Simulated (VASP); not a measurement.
# Al16H in VASP: a series of runs

Runs on Al16H. Level: PBE. Tasks: relaxation of the atoms.

All numbers are computed with VASP 6.6.1; they aren't measurements. Logs are shortened: lines on timing, memory, paths and dates and some standing lists are left out, and cuts for length are marked.

## (1) The cell of the first run

The cell holds a slab with vacuum, 17 atoms: a = 5.714 Å, b = 8.080 Å, c = 19.743 Å, α = 90.00°, β = 90.00°, γ = 90.00°.

## (2) Relaxation of the atoms, PBE

Contents of INCAR:

```
ALGO = Fast
DIPOL = 0.5 0.5 0.322
EDIFF = 1E-6
EDIFFG = -0.025
ENCUT = 520
GGA = PE
IBRION = 2
IDIPOL = 3
ISIF = 2
ISMEAR = 0
LASPH = True
LCHARG = False
LDIPOL = True
LREAL = Auto
LWAVE = False
NELM = 100
NSW = 36
PREC = Accurate
SIGMA = 0.1
```

Contents of KPOINTS:

```
k-points
0
Gamma
  5 4 1
```

Contents of POSCAR:

```
Al16H
1.0
    5.7135165839      0.0000000000      0.0000000000
    0.0000000000      8.0801326418      0.0000000000
    0.0000000000      0.0000000000     19.7432786746
Al H
16 1
Selective dynamics
Direct
    0.2500000000      0.2500000000      0.2026005947  F F F
    0.2500000000      0.7500000000      0.2026005947  F F F
    0.7500000000      0.2500000000      0.2026005947  F F F
    0.7500000000      0.7500000000      0.2026005947  F F F
    0.0000000000      0.0000000000      0.2749482108  F F F
    0.0000000000      0.5000000000      0.2749482108  F F F
    0.5000000000      0.0000000000      0.2749482108  F F F
    0.5000000000      0.5000000000      0.2749482108  F F F
    0.2500000000      0.2500000000      0.3495466417  F F F
    0.2500000000      0.7500000000      0.3495466417  F F F
    0.7500000000      0.2500000000      0.3495466417  F F F
    0.7500000000      0.7500000000      0.3495466417  F F F
    0.0000000000      0.0000000000      0.4175232904  F F F
    0.0000000000      0.5000000000      0.4175232904  F F F
    0.5000000000      0.0000000000      0.4175232904  F F F
    0.5000000000      0.5000000000      0.4175232904  F F F
    0.0000000000      0.0000000000      0.4945115163  F F T
```

Potentials or basis: VASP PAW PBE potentials, release 64 (Al, H).

Run with:

```bash
$ cat potpaw_PBE.64/Al/POTCAR potpaw_PBE.64/H/POTCAR > POTCAR
$ mpirun -np 1 vasp_std > vasp.out
```

OUTCAR:

```text
EDIFF = 1E-6
   EDIFFG = -0.025
   ENCUT = 520
   GGA = PE
   IBRION = 2
   ISIF = 2
   ISMEAR = 0
   LASPH = True
   LREAL = Auto
   NELM = 100
   NSW = 36
   PREC = Accurate

 ion  position               nearest neighbor table
   1  0.250  0.250  0.203-   3 2.86   3 2.86   6 2.86   7 2.86   8 2.86   5 2.86   9 2.90
   2  0.250  0.750  0.203-   4 2.86   4 2.86   6 2.86   7 2.86   8 2.86   5 2.86  10 2.90
   3  0.750  0.250  0.203-   1 2.86   1 2.86   6 2.86   7 2.86   8 2.86   5 2.86  11 2.90
   4  0.750  0.750  0.203-   2 2.86   2 2.86   6 2.86   7 2.86   8 2.86   5 2.86  12 2.90
   5  0.000  0.000  0.275-  13 2.81   7 2.86   7 2.86   4 2.86   1 2.86   2 2.86   3 2.86  11 2.88
                            12 2.88   9 2.88  10 2.88
   6  0.000  0.500  0.275-  14 2.81   8 2.86   8 2.86   4 2.86   1 2.86   2 2.86   3 2.86  11 2.88
                            12 2.88   9 2.88  10 2.88
   7  0.500  0.000  0.275-  15 2.81   5 2.86   5 2.86   4 2.86   1 2.86   2 2.86   3 2.86  11 2.88
                            12 2.88   9 2.88  10 2.88
   8  0.500  0.500  0.275-  16 2.81   6 2.86   6 2.86   4 2.86   1 2.86   2 2.86   3 2.86  11 2.88
                            12 2.88   9 2.88  10 2.88
   9  0.250  0.250  0.350-  13 2.81  14 2.81  15 2.81  16 2.81  11 2.86  11 2.86   7 2.88   8 2.88
                             5 2.88   6 2.88   1 2.90
  10  0.250  0.750  0.350-  13 2.81  14 2.81  15 2.81  16 2.81  12 2.86  12 2.86   7 2.88   8 2.88
                             5 2.88   6 2.88   2 2.90
  11  0.750  0.250  0.350-  13 2.81  14 2.81  15 2.81  16 2.81   9 2.86   9 2.86   7 2.88   8 2.88
[... 5 lines left out ...]
  14  0.000  0.500  0.418-   9 2.81  10 2.81  11 2.81  12 2.81   6 2.81  16 2.86  16 2.86
  15  0.500  0.000  0.418-   9 2.81  10 2.81  11 2.81  12 2.81   7 2.81  13 2.86  13 2.86
  16  0.500  0.500  0.418-   9 2.81  10 2.81  11 2.81  12 2.81   8 2.81  14 2.86  14 2.86
  17  0.000  0.000  0.495-  13 1.52

  LATTYP: Found a simple orthorhombic cell.
 ALAT       =     5.7135165839
 B/A-ratio  =     1.4142135624
 C/A-ratio  =     3.4555388760

  Lattice vectors:

 A1 = (   5.7135165839,   0.0000000000,   0.0000000000)
 A2 = (   0.0000000000,   8.0801326418,   0.0000000000)
 A3 = (   0.0000000000,   0.0000000000,  19.7432786746)

Analysis of symmetry for initial positions (statically):
=====================================================================
 Subroutine PRICEL returns:
 Original cell was already a primitive cell.

 Routine SETGRP: Setting up the symmetry group for a
 simple orthorhombic supercell.

 Subroutine GETGRP returns: Found  4 space group operations
 (whereof  4 operations were pure point group operations)
 out of a pool of  8 trial point group operations.

The static configuration has the point symmetry C_2v.

Analysis of symmetry for dynamics (positions and initial velocities):
=====================================================================
 Subroutine PRICEL returns:
 Original cell was already a primitive cell.

 Routine SETGRP: Setting up the symmetry group for a
 simple orthorhombic supercell.

 Subroutine GETGRP returns: Found  4 space group operations
 (whereof  4 operations were pure point group operations)
 out of a pool of  8 trial point group operations.

The dynamic configuration has the point symmetry C_2v.

Analysis of constrained symmetry for selective dynamics:
=====================================================================
 Subroutine PRICEL returns:
 Original cell was already a primitive cell.

 Routine SETGRP: Setting up the symmetry group for a
 simple orthorhombic supercell.

 Subroutine GETGRP returns: Found  4 space group operations
 (whereof  4 operations were pure point group operations)
 out of a pool of  8 trial point group operations.

The constrained configuration has the point symmetry C_2v.

 Subroutine INISYM returns: Found  4 space group operations
 (whereof  4 operations are pure point group operations),
 and found     1 'primitive' translations

----------------------------------------------------------------------------------------

                                     Primitive cell

  volume of cell :     911.4676

  direct lattice vectors                    reciprocal lattice vectors
     5.713516584  0.000000000  0.000000000     0.175023558  0.000000000  0.000000000
     0.000000000  8.080132642  0.000000000     0.000000000  0.123760345  0.000000000
     0.000000000  0.000000000 19.743278675     0.000000000  0.000000000  0.050650149

  length of vectors
     5.713516584  8.080132642 19.743278675     0.175023558  0.123760345  0.050650149

  position of ions in fractional coordinates (direct lattice)
     0.250000000  0.250000000  0.202600595
     0.250000000  0.750000000  0.202600595
     0.750000000  0.250000000  0.202600595
     0.750000000  0.750000000  0.202600595
     0.000000000  0.000000000  0.274948211
     0.000000000  0.500000000  0.274948211
[... 9 lines left out ...]
     0.500000000  0.500000000  0.417523290
     0.000000000  0.000000000  0.494511516

  ion indices of the primitive-cell ions
   primitive index   ion index
                 1           1
                 2           2
                 3           3
                 4           4
                 5           5
                 6           6
[... 9 lines left out ...]
                16          16
                17          17

----------------------------------------------------------------------------------------

 KPOINTS: k-points

Automatic generation of k-mesh.
 Grid dimensions read from file:
 generate k-points for:    5    4    1

 Generating k-lattice:

  Cartesian coordinates                     Fractional coordinates (reciprocal lattice)
     0.035004712  0.000000000  0.000000000     0.200000000  0.000000000  0.000000000
     0.000000000  0.030940086  0.000000000     0.000000000  0.250000000  0.000000000
     0.000000000  0.000000000  0.050650149     0.000000000  0.000000000  1.000000000

  Length of vectors
     0.035004712  0.030940086  0.050650149

  Shift w.r.t. Gamma in fractional coordinates (k-lattice)
     0.000000000  0.000000000  0.000000000

 Subroutine IBZKPT returns following result:
 ===========================================

 Found      9 irreducible k-points:

 Following reciprocal coordinates:
            Coordinates               Weight
  0.000000  0.000000  0.000000      1.000000
  0.200000  0.000000  0.000000      2.000000
  0.400000  0.000000  0.000000      2.000000
  0.000000  0.250000  0.000000      2.000000
  0.200000  0.250000  0.000000      4.000000
  0.400000  0.250000  0.000000      4.000000
  0.000000  0.500000  0.000000      1.000000
  0.200000  0.500000  0.000000      2.000000
  0.400000  0.500000  0.000000      2.000000
   k-points           NKPTS =      9   k-points in BZ     NKDIM =      9   number of bands    NBANDS=     33
   number of dos      NEDOS =    301   number of ions     NIONS =     17
   total plane-waves  NPLWV = 378000
   dimension x,y,z NGX =    42 NGY =   60 NGZ =  150
   dimension x,y,z NGXF=    84 NGYF=  120 NGZF=  300
   ions per type =              16   1
   NGX,Y,Z   is equivalent  to a cutoff of  12.22, 12.34, 12.63 a.u.
   NGXF,Y,Z  is equivalent  to a cutoff of  24.44, 24.69, 25.26 a.u.
 SYSTEM =  unknown system
   PREC   = accura    normal or accurate (medium, high low for compatibility)
   ISTART =      0    job   : 0-new  1-cont  2-samecut
   ICHARG =      2    charge: 1-file 2-atom 10-const
   ISPIN  =      1    spin polarized calculation?
   LNONCOLLINEAR =      F non collinear calculations
   LSORBIT =      F    spin-orbit coupling
   LASPH  =      T    aspherical Exc in radial PAW
   ENCUT  =  520.0 eV  38.22 Ry    6.18 a.u.  10.62 15.02 36.71*2*pi/ulx,y,z
   NELM   =    100;   NELMIN=  2; NELMDL= -5     # of ELM steps
   EDIFF  = 0.1E-05   stopping-criterion for ELM
   LREAL  =      T    real-space projection
   EDIFFG = -.3E-01   stopping-criterion for IOM
   NSW    =     36    number of steps for IOM
   IBRION =      2    ionic relax: 0-MD 1-quasi-New 2-CG
   NFREE  =      1    steps in history (QN), initial steepest desc. (CG)
   ISIF   =      2    stress and relaxation
   ISYM   =      2    0-nonsym 1-usesym 2-fastsym
   POTIM  = 0.5000    time-step for ionic-motion
   TEBEG  =    0.0;   TEEND  =   0.0 temperature during run
   PSTRESS=    0.0 pullay stress
   NELECT =      49.0000    total number of electrons
   NUPDOWN=      -1.0000    fix difference up-down
   EMIN   =  10.00;   EMAX   =-10.00  energy-range for DOS
   EFERMI =   0.00;   METHOD = LEGACY
   ISMEAR =     0;   SIGMA  =   0.10  broadening in eV -4-tet -1-fermi 0-gaus
   EFERMI_NEDOS =   21; number of points for ismear=-14 and -15
   IALGO  =     68    algorithm
   IMIX   =      4    mixing-type and parameters
     AMIX     =   0.40;   BMIX     =  1.00
     AMIX_MAG =   1.60;   BMIX_MAG =  1.00
  volume/ion in A,a.u.               =      53.62       361.82
  Fermi-wavevector in a.u.,A,eV,Ry     =   0.617864  1.167594  5.194110  0.381756
  Thomas-Fermi vector in A             =   1.676102
   LORBIT       =      0    0 simple, 1 ext, 2 COOP (PROOUT), +10 PAW based schemes
   GGA     = PE    functional components
   LHFCALC =     F    Hartree Fock is set to
   AEXX    =    0.0000 exact exchange contribution
   IVDW    =     0    specifies the selected vdW correction
   LEPSILON=     F    determine dielectric tensor
   LRPA    =     F    only Hartree local field effects (RPA)
 conjugate gradient relaxation of ions
 non-spin polarized calculation
 RMM-DIIS sequential band-by-band and
 Gauss-broadening in eV      SIGMA  =   0.10
  energy-cutoff  :      520.00
  volume of cell :      911.47
 maximum number of plane-waves:     24626
   NGX = 21   NGY = 31   NGZ = 73

 dipolmoment           0.000000      0.000000     -0.017231 electrons x Angstroem

--------------------------------------- Ionic step        1  -------------------------------------------

 number of electron      48.9999998 magnetization

 Free energy of the ion-electron system (eV)
  ---------------------------------------------------
  ext. energy  EPLUGINS =         0.00000000
  ---------------------------------------------------
  free energy    TOTEN  =       -57.80976377 eV

  energy without entropy =      -57.77176015  energy(sigma->0) =      -57.79076196

------------------------ aborting loop because EDIFF is reached ----------------------------------------

  FORCE on cell =-STRESS in cart. coord.  units (eV):
  Direction    XX          YY          ZZ          XY          YZ          ZX
  --------------------------------------------------------------------------------------
  -------------------------------------------------------------------------------------
  Total      -10.0470046     -3.6388804      0.7215598      0.0000000      0.0000000      0.0000000
  in kB      -17.6606191     -6.3964220      1.2683574      0.0000000      0.0000000      0.0000000
  external PRESSURE =      -7.5962279 kB  Pullay stress =       0.0000000 kB
[... 89 lines left out ...]
--------------------------------------- Ionic step        3  -------------------------------------------

 number of electron      48.9999998 magnetization

 dipolmoment           0.000000      0.000000      0.099780 electrons x Angstroem

 Free energy of the ion-electron system (eV)
  ---------------------------------------------------
  ext. energy  EPLUGINS =         0.00000000
  ---------------------------------------------------
  free energy    TOTEN  =       -57.85754080 eV

  energy without entropy =      -57.81956961  energy(sigma->0) =      -57.83855521

 E-fermi :  -0.6323     XC(G=0):  -4.0215

 val. band max:       -0.6456744347   @ k =   0.0000   0.2500   0.0000
 cond. band min:      -0.6199916178   @ k =   0.2000   0.2500   0.0000
 fundamental gap:      0.0256828168
 Fermi energy:        -0.6323431760

 k-point     1 :       0.0000    0.0000    0.0000
  band No.  band energies     occupation
      1     -10.8587      2.00000
      2      -8.6883      2.00000
      3      -8.6045      2.00000
      4      -8.4447      2.00000
      5      -6.4753      2.00000
      6      -6.3959      2.00000
[... 313 lines left out ...]
     32       1.3067      0.00000
     33       1.3590      0.00000

------------------------ aborting loop because EDIFF is reached ----------------------------------------

 vacuum level on the upper side and lower side of the slab       (xc-potential included)         0.176        -0.236

  FORCE on cell =-STRESS in cart. coord.  units (eV):
  Direction    XX          YY          ZZ          XY          YZ          ZX
  --------------------------------------------------------------------------------------
  -------------------------------------------------------------------------------------
  Total      -10.1865585     -3.6348376     -1.0786002      0.0000000      0.0000000      0.0000000
  in kB      -17.9059269     -6.3893156     -1.8959629      0.0000000      0.0000000      0.0000000
  external PRESSURE =      -8.7304018 kB  Pullay stress =       0.0000000 kB
[... 32 lines left out ...]
  FREE ENERGIE OF THE ION-ELECTRON SYSTEM (eV)
  ---------------------------------------------------
  free  energy   TOTEN  =       -57.8575408004 eV

  energy  without entropy=      -57.8195696129  energy(sigma->0) =      -57.83855521

 reached required accuracy - stopping structural energy minimisation

 vacuum level on the upper side and lower side of the slab         3.835         3.439
```

It took 14 min on 1 thread of Oxide Virtual Turin-like, shared host; peak memory 0.87 GiB.

Results:

* Free energy: -57.8575 eV
* Energy gained by relaxing: 2.8 meV/atom
* Ionic steps: 3
* Band gap on the k mesh: zero (an odd number of electrons rules out a gap without spin polarisation)

The path:
```csv
step,energy change (eV),largest force on free atoms (eV/Å),pressure (GPa)
1,0.0000,1.1773,-0.76
2,-0.0426,0.3570,-0.84
3,-0.0478,0.0097,-0.87
```

Final structure:
```
Al H
1.0
     5.71352    0.00000    0.00000
     0.00000    8.08013    0.00000
     0.00000    0.00000   19.74328
Al H
16 1
Direct
  0.25000 0.25000 0.20260
  0.25000 0.75000 0.20260
  0.75000 0.25000 0.20260
  0.75000 0.75000 0.20260
  0.00000 0.00000 0.27495
  0.00000 0.50000 0.27495
  0.50000 0.00000 0.27495
  0.50000 0.50000 0.27495
  0.25000 0.25000 0.34955
  0.25000 0.75000 0.34955
  0.75000 0.25000 0.34955
  0.75000 0.75000 0.34955
  0.00000 0.00000 0.41752
  0.00000 0.50000 0.41752
  0.50000 0.00000 0.41752
  0.50000 0.50000 0.41752
  0.00000 0.00000 0.49893
```

Levels at points of the mesh, in eV from the Fermi level:
| k point | band 21 | band 22 | band 23 | band 24 | band 25 | band 26 | band 27 | band 28 |
| --- | --- | --- | --- | --- | --- | --- | --- | --- |
| (0.00, 0.00, 0.00) | -1.58 | -0.95 | -0.80 | -0.58 | -0.47 | -0.13 | 0.23 | 0.39 |
| (0.00, 0.50, 0.00) | -0.94 | -0.92 | -0.86 | -0.86 | -0.36 | 0.24 | 0.27 | 0.28 |

## (3) Relaxation of the atoms, PBE

Contents of INCAR:

```
PREC     = Accurate       # precision mode
ENCUT    = 520            # plane-wave cutoff, eV
EDIFF    = 1E-6           # SCF threshold, eV
ISMEAR   = 0              # smearing method
SIGMA    = 0.1            # smearing width, eV
LREAL    = Auto         
LASPH    = T              # aspherical terms in the spheres
NELM     = 100            # most SCF steps
ALGO     = Fast           # electronic algorithm
ISIF     = 2              # what is computed and relaxed
LWAVE    = F              # write WAVECAR
LCHARG   = F              # write CHGCAR
LDIPOL   = T            
IDIPOL   = 3            
DIPOL    = 0.5 0.5 0.319
GGA      = PE             # functional
IBRION   = 2              # ionic algorithm
NSW      = 36             # ionic steps
EDIFFG   = -0.025         # ionic threshold
```

Contents of KPOINTS:

```
Automatic mesh
0
Gamma
  5 4 1
```

Edit POSCAR of step 2 so:

```diff
@@ -25,2 +25,2 @@
     0.5000000000      0.5000000000      0.4175232904  F F F
-    0.0000000000      0.0000000000      0.4945115163  F F T
+    0.2500000000      0.0000000000      0.4510565472  F F T
```

Potentials or basis: VASP PAW PBE potentials, release 64 (Al, H).

Run with:

```bash
$ cat potpaw_PBE.64/Al/POTCAR potpaw_PBE.64/H/POTCAR > POTCAR
$ mpirun -np 1 vasp_std > vasp.out
```

Wall time 24 min (1 thread of AMD EPYC 9755, shared host); peak memory 0.88 GiB.

It converged, with:

| Quantity | Value |
| --- | --- |
| Free energy | -57.7873 eV |
| Energy gained by relaxing | 25.4 meV/atom |
| Ionic steps | 4 |
| Band gap on the k mesh | zero (an odd number of electrons rules out a gap without spin polarisation) |

Step by step:
| step | energy change (eV) | largest force on free atoms (eV/Å) | pressure (GPa) |
| --- | --- | --- | --- |
| 1 | 0.0000 | 1.9236 | -0.50 |
| 2 | -0.1623 | 1.5636 | -0.58 |
| 3 | -0.4219 | 0.2891 | -0.81 |
| 4 | -0.4313 | 0.0118 | -0.86 |

Final structure:
```cif
data_structure
_symmetry_space_group_name_H-M 'P 1'
_symmetry_Int_Tables_number 1
_cell_length_a 5.7135
_cell_length_b 8.0801
_cell_length_c 19.7433
_cell_angle_alpha 90.000
_cell_angle_beta 90.000
_cell_angle_gamma 90.000
_cell_volume 911.47
loop_
_atom_site_label
_atom_site_type_symbol
_atom_site_fract_x
_atom_site_fract_y
_atom_site_fract_z
_atom_site_occupancy
Al1 Al 0.25000 0.25000 0.20260 1
Al2 Al 0.25000 0.75000 0.20260 1
Al3 Al 0.75000 0.25000 0.20260 1
Al4 Al 0.75000 0.75000 0.20260 1
Al5 Al 0.00000 0.00000 0.27495 1
Al6 Al 0.00000 0.50000 0.27495 1
Al7 Al 0.50000 0.00000 0.27495 1
Al8 Al 0.50000 0.50000 0.27495 1
Al9 Al 0.25000 0.25000 0.34955 1
Al10 Al 0.25000 0.75000 0.34955 1
Al11 Al 0.75000 0.25000 0.34955 1
Al12 Al 0.75000 0.75000 0.34955 1
Al13 Al 0.00000 0.00000 0.41752 1
Al14 Al 0.00000 0.50000 0.41752 1
Al15 Al 0.50000 0.00000 0.41752 1
Al16 Al 0.50000 0.50000 0.41752 1
H1 H 0.25000 0.00000 0.47306 1
```

Levels at points of the mesh, in eV from the Fermi level:
```
           k point  band 20  band 21  band 22  band 23  band 24  band 25  band 26  band 27  band 28  band 29
(0.00, 0.00, 0.00)    -1.66    -1.56    -0.85    -0.80    -0.57    -0.44    -0.21     0.19     0.44     1.20
(0.00, 0.50, 0.00)    -1.17    -0.96    -0.96    -0.88    -0.88    -0.25     0.07     0.23     0.26     1.12
```

The gap in the log of VASP goes by the Fermi energy; the results here count the filled bands.